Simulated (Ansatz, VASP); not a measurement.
Two plane-wave programs on LiF

The input INCAR:

```
  PREC = Accurate
  ENCUT = 520
  EDIFF = 1E-6
  ISMEAR = 0
  SIGMA = 0.05
  LREAL = False
  LASPH = True
  NELM = 60
  ALGO = Normal
  ISIF = 2
  LWAVE = False
  LCHARG = True
  GGA = CA
  LELF = True
  LVHAR = True
  NBANDS = 12
```

File KPOINTS:

```
regular mesh
0
Gamma
  10 10 10
```

Contents of POSCAR:

```
LiF
1.0
    2.5595330000      0.0000000000      0.0000000000
    0.0000000000      2.5595330000      0.0000000000
    0.0000000000      0.0000000000      2.6235213250
Li F
1 1
Direct
    0.0000000000      0.0000000000      0.0000000000
    0.5000000000      0.5000000000      0.5000000000
```

Input for Ansatz:

```yaml
crystal:
  lattice:
    - [2.559533, 0.0, 0.0]
    - [0.0, 2.559533, 0.0]
    - [0.0, 0.0, 2.623521325]
  atoms:
    - { symbol: Li, position: [0.0, 0.0, 0.0] }
    - { symbol: F, position: [0.5, 0.5, 0.5] }
basis:
  ecutwfc: 420
kpoints:
  mp_grid: { grid: [10, 10, 10] }
hamiltonian:
  xc: lda
scf:
  occupations: { method: gaussian, width: 0.05 }
output:
  forces: true
  stress: true
  eigenvalues: true
```

Change from the starting cell: strain +0.000 along x and y, +0.025 along z, atoms carried along.

Alike in both runs: task single point; functional LDA; k mesh 10 × 10 × 10; occupations gaussian, width 0.05 eV; no spin polarisation.

```csv
,VASP,Ansatz
version,VASP 6.6.1,Ansatz 0.2.0
potentials or method,"VASP PAW LDA potentials, release 64 (Li_sv, F), cutoff 520 eV","scalar-relativistic, plane waves, PAW"
valence electrons in the cell,10,10
```

Ansatz gave:

| Quantity | Value |
| --- | --- |
| gap on the k mesh at the Fermi level (eV) | 7.05 |
| least direct gap on the mesh (eV) | 7.68 |

Problem. Which values does VASP return?

Solution. gap on the k mesh at the Fermi level (eV): 7.04; least direct gap on the mesh (eV): 7.67.

LDA's correlation is that of Perdew and Zunger in VASP and of Perdew and Wang (1992) in Ansatz.

Noted on VASP's run: the cutoff is short for stress, so the pressure is rough.
